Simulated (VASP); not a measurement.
**Mo: single point with PBEsol**

The system is Mo.

```
Mo
1.0
     2.73551    0.00000    0.00000
    -1.36776    2.36902    0.00000
     0.00000    0.00000    2.55518
Mo
1
Cartesian
  0.0000 0.0000 1.2776
```

```json
{
 "Program": "VASP 6.6.1",
 "Task": "single point",
 "Functional": "PBEsol",
 "Potentials or basis": "VASP PAW PBE potentials, release 64 (Mo_sv)",
 "Cutoff": "520 eV",
 "k mesh": "12 × 12 × 11",
 "Occupations": "fermi-dirac, width 0.15 eV",
 "Spin": "no spin polarisation"
}
```

```json
{"Pressure": "-3.5 GPa", "Band gap on the k mesh": "zero (band 7 reaches 12.41 eV, above the bottom of band 8 at 10.54 eV)"}
```

Stress tensor (GPa, compression positive):
```
 -0.03   0.00   0.00
  0.00  -0.03   0.00
  0.00   0.00 -10.53
```

Levels at points of the mesh, in eV from the Fermi level:
| k point | band 3 | band 4 | band 5 | band 6 | band 7 | band 8 | band 9 | band 10 | band 11 | band 12 |
| --- | --- | --- | --- | --- | --- | --- | --- | --- | --- | --- |
| (0.00, 0.00, 0.00) | -34.28 | -34.24 | -6.87 | -4.38 | -0.94 | -0.94 | 4.08 | 4.08 | 12.96 | 15.69 |
| (0.50, 0.00, 0.00) | -34.60 | -34.09 | -4.97 | -3.19 | 0.93 | 0.99 | 3.40 | 4.41 | 10.11 | 13.37 |

Run time: 22 s on 1 thread of Intel Xeon 8259CL (shared host), peak memory 0.14 GiB.

Caveat: the PAW data sets were made with another functional, which shifts forces and pressure a little.
